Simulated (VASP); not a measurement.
# InP (F-43m) in VASP: elastic constants with PBE

Aim: the elastic constants of InP with PBE.

Everything below comes from runs of VASP 6.6.1. Logs are shortened: lines on timing, memory, paths and dates and some standing lists are left out, and cuts for length are marked.

## Step 1: The cell of the first run

Symmetry: F-43m, No. 216, cubic system. Conventional cell: a = 5.959 Å, b = 5.959 Å, c = 5.959 Å, α = 90.00°, β = 90.00°, γ = 90.00°. Within 3.4 Å of In (site symmetry -43m) lie 4 P at 2.58 Å. P (site symmetry -43m) has 4 In at 2.58 Å within 3.4 Å.

## Step 2: Elastic constants, PBE

File INCAR:

```
SYSTEM = InP
PREC = Accurate
ENCUT = 600
EDIFF = 1E-8
ISMEAR = 0
SIGMA = 0.01
LREAL = .FALSE.
LASPH = .TRUE.
NELM = 80
ALGO = Normal
ISIF = 3
LWAVE = .FALSE.
LCHARG = .TRUE.
GGA = PE
IBRION = 6
NFREE = 2
POTIM = 0.015
NSW = 1
```

File KPOINTS:

```
Automatic mesh
0
G
  10 10 10
  0 0 0
```

File POSCAR:

```
InP
1.0
    0.0000000000      2.9796455395      2.9796455395
    2.9796455395      0.0000000000      2.9796455395
    2.9796455395      2.9796455395      0.0000000000
In P
1 1
Direct
    0.0000000000      0.0000000000      0.0000000000
    0.2500000000      0.2500000000      0.2500000000
```

Potentials or basis: VASP PAW PBE potentials, release 64 (In_d, P).

Launch:

```
$ cat potpaw_PBE.64/In_d/POTCAR potpaw_PBE.64/P/POTCAR > POTCAR
$ mpirun -np 1 vasp_std > vasp.out
```

OUTCAR:

```text
SYSTEM = InP
   PREC = Accurate
   ENCUT = 600
   EDIFF = 1E-8
   ISMEAR = 0
   LREAL = .FALSE.
   LASPH = .TRUE.
   NELM = 80
   ISIF = 3
   GGA = PE
   IBRION = 6
   NFREE = 2
   POTIM = 0.015
   NSW = 1

 ion  position               nearest neighbor table
   1  0.000  0.000  0.000-   2 2.58   2 2.58   2 2.58   2 2.58
   2  0.250  0.250  0.250-   1 2.58   1 2.58   1 2.58   1 2.58

  LATTYP: Found a face centered cubic cell.
 ALAT       =     5.9592910790

  Lattice vectors:

 A1 = (   0.0000000000,   2.9796455395,   2.9796455395)
 A2 = (   2.9796455395,   0.0000000000,   2.9796455395)
 A3 = (   2.9796455395,   2.9796455395,   0.0000000000)

Analysis of symmetry for initial positions (statically):
=====================================================================
 Subroutine PRICEL returns:
 Original cell was already a primitive cell.

 Routine SETGRP: Setting up the symmetry group for a
 face centered cubic supercell.

 Subroutine GETGRP returns: Found 24 space group operations
 (whereof 24 operations were pure point group operations)
 out of a pool of 48 trial point group operations.

The static configuration has the point symmetry T_d .

Analysis of symmetry for dynamics (positions and initial velocities):
=====================================================================
 Subroutine PRICEL returns:
 Original cell was already a primitive cell.

 Routine SETGRP: Setting up the symmetry group for a
 face centered cubic supercell.

 Subroutine GETGRP returns: Found 24 space group operations
 (whereof 24 operations were pure point group operations)
 out of a pool of 48 trial point group operations.

The dynamic configuration has the point symmetry T_d .

[... 717 lines left out ...]
      1      -9.5625      2.00000
      2      -9.3729      2.00000
      3      -9.3705      2.00000
      4      -9.3374      2.00000
      5      -9.2868      2.00000
      6      -4.9943      2.00000
      7       0.0332      2.00000
      8       2.6383      2.00000
      9       2.8732      2.00000
     10       6.9557      0.00000
     11       7.6387      0.00000
     12      11.3777      0.00000
     13      12.0147      0.00000

 [... further k-points ...]

------------------------ aborting loop because EDIFF is reached ----------------------------------------

  FORCE on cell =-STRESS in cart. coord.  units (eV):
  Direction    XX          YY          ZZ          XY          YZ          ZX
  --------------------------------------------------------------------------------------
  -------------------------------------------------------------------------------------
  Total       -0.0031548     -0.0009919     -0.0009919      0.0000000      0.1013819      0.0000000
  in kB       -0.0955343     -0.0300355     -0.0300355      0.0000000      3.0700619      0.0000000
  external PRESSURE =      -0.0518684 kB  Pullay stress =       0.0000000 kB
[... 17 lines left out ...]
  FREE ENERGIE OF THE ION-ELECTRON SYSTEM (eV)
  ---------------------------------------------------
  free  energy   TOTEN  =        -8.4072898812 eV

  energy  without entropy=       -8.4072898812  energy(sigma->0) =       -8.40728988

 INTERNAL STRAIN TENSORS FROM STRAINED CELLS
 ============================================

 INTERNAL STRAIN TENSOR FOR ION    1 for displacements in x,y,z  (eV/Angst):
          X           Y           Z          XY          YZ          ZX
  --------------------------------------------------------------------------------
  x     0.00000    -0.00000     0.00000    -0.00000     6.76251     0.00000
  y    -0.00000    -0.00000     0.00000    -0.00000    -0.00000     6.76358
  z    -0.00000    -0.00000     0.00000     6.76328     0.00000     0.00000

 INTERNAL STRAIN TENSORS FROM DISPLACED ATOMS
 ============================================

 INTERNAL STRAIN TENSOR FOR ION    1 for displacements in x,y,z  (eV/Angst):
          X           Y           Z          XY          YZ          ZX
  --------------------------------------------------------------------------------
  x     0.00000     0.00000     0.00000     0.00000     6.76007     0.00000
  y     0.00000     0.00000     0.00000     0.00000     0.00000     6.76007
  z     0.00000     0.00000     0.00000     6.76007     0.00000     0.00000

 INTERNAL STRAIN TENSOR FOR ION    2 for displacements in x,y,z  (eV/Angst):
          X           Y           Z          XY          YZ          ZX
  --------------------------------------------------------------------------------
  x     0.00000    -0.00000    -0.00000     0.00000    -6.75822     0.00000
  y     0.00000     0.00000     0.00000     0.00000     0.00000    -6.75822
  z    -0.00000    -0.00000     0.00000    -6.75822     0.00000     0.00000

 Eigenvectors and eigenvalues of the dynamical matrix
 ----------------------------------------------------

   1 f  =    8.483657 THz    53.304391 2PiTHz  282.984348 cm-1    35.085572 meV
             X         Y         Z           dx          dy          dz
      0.000000  0.000000  0.000000    -0.460963    0.000000    0.000000
      1.489823  1.489823  1.489823     0.887419   -0.000000   -0.000000
[... 21 lines left out ...]
   6 f/i=    0.000381 THz     0.002391 2PiTHz    0.012695 cm-1     0.001574 meV
             X         Y         Z           dx          dy          dz
      0.000000  0.000000  0.000000     0.029937    0.184781   -0.867452
      1.489823  1.489823  1.489823     0.015551    0.095983   -0.450591

--------------------------------------------------------------------------------------------------------

 ELASTIC MODULI CONTR FROM IONIC RELAXATION (kBar)
 Direction    XX          YY          ZZ          XY          YZ          ZX
 --------------------------------------------------------------------------------
 XX          -0.0000     -0.0000     -0.0000     -0.0000     -0.0000      0.0000
 YY          -0.0000     -0.0000     -0.0000     -0.0000     -0.0000      0.0000
 ZZ          -0.0000     -0.0000     -0.0000      0.0000     -0.0000      0.0000
 XY          -0.0000     -0.0000      0.0000   -192.5763      0.0000     -0.0000
 YZ          -0.0000     -0.0000     -0.0000      0.0000   -192.5763      0.0000
 ZX           0.0000      0.0000      0.0000     -0.0000      0.0000   -192.5763
 --------------------------------------------------------------------------------

 TOTAL ELASTIC MODULI (kBar)
 Direction    XX          YY          ZZ          XY          YZ          ZX
 --------------------------------------------------------------------------------
 XX         870.3413    457.2607    457.2607      0.0000     -0.0000      0.0000
 YY         457.2607    870.3413    457.2607     -0.0000      0.0000      0.0000
 ZZ         457.2607    457.2607    870.3413      0.0000     -0.0000     -0.0000
 XY           0.0000     -0.0000      0.0000    416.9704      0.0000     -0.0000
 YZ          -0.0000      0.0000     -0.0000      0.0000    416.9704      0.0000
 ZX           0.0000      0.0000     -0.0000     -0.0000      0.0000    416.9704
 --------------------------------------------------------------------------------
```

stdout:

```text
POSCAR found type information on POSCAR InP
 POSCAR found :  2 types and       2 ions
 scaLAPACK will be used
 LDA part: xc-table for (Slater+PW92), standard interpolation
 POSCAR, INCAR and KPOINTS ok, starting setup
 FFT: planning ... GRIDC
 FFT: planning ... GRID_SOFT
 FFT: planning ... GRID
 WAVECAR not read
 entering main loop
 Found     2 degrees of freedom:
 Adding 6 more for cell shape distortion
 Finite differences POTIM= 0.01500 DOF=   8
 bond charge predicted
 Finite differences progress:
 bond charge predicted
 Finite differences progress:
 bond charge predicted
 Finite differences progress:
 bond charge predicted
 Finite differences progress:
 bond charge predicted
 Finite differences progress:
 bond charge predicted
 Finite differences progress:
 bond charge predicted
 Finite differences progress:
 bond charge predicted
 Finite differences progress:
 bond charge predicted
 Finite differences progress:
 bond charge predicted
 Finite differences progress:
 bond charge predicted
 Finite differences progress:
 bond charge predicted
 Finite differences progress:
 bond charge predicted
 Finite differences progress:
 bond charge predicted
 Finite differences progress:
 bond charge predicted
 Finite differences progress:
 bond charge predicted
 Finite differences progress:
```

It took 61 min on 1 thread of Oxide Virtual Turin-like, shared host; peak memory 0.49 GiB.

Results:

- Elastic constants C11, C12, C44: 87, 46, 42 GPa
- Voigt bulk modulus: 59 GPa
- Highest phonon frequency at Γ, LO-TO splitting left out: 283 cm⁻¹

Phonon frequencies in cm⁻¹ (negative: imaginary):
```
              q point        frequencies
(0.000, 0.000, 0.000)  0 0 0 283 283 283
```

Elastic tensor in Voigt notation (GPa, in the Cartesian axes of the cell as first typed):
```
87 46 46  0  0  0
46 87 46  0  0  0
46 46 87  0  0  0
 0  0  0 42  0  0
 0  0  0  0 42  0
 0  0  0  0  0 42
```

Clamped-ion elastic tensor (GPa):
```
87 46 46  0  0  0
46 87 46  0  0  0
46 46 87  0  0  0
 0  0  0 61  0  0
 0  0  0  0 61  0
 0  0  0  0  0 61
```

Caveat: spin-orbit coupling is left out, which moves the levels of the heavy elements.
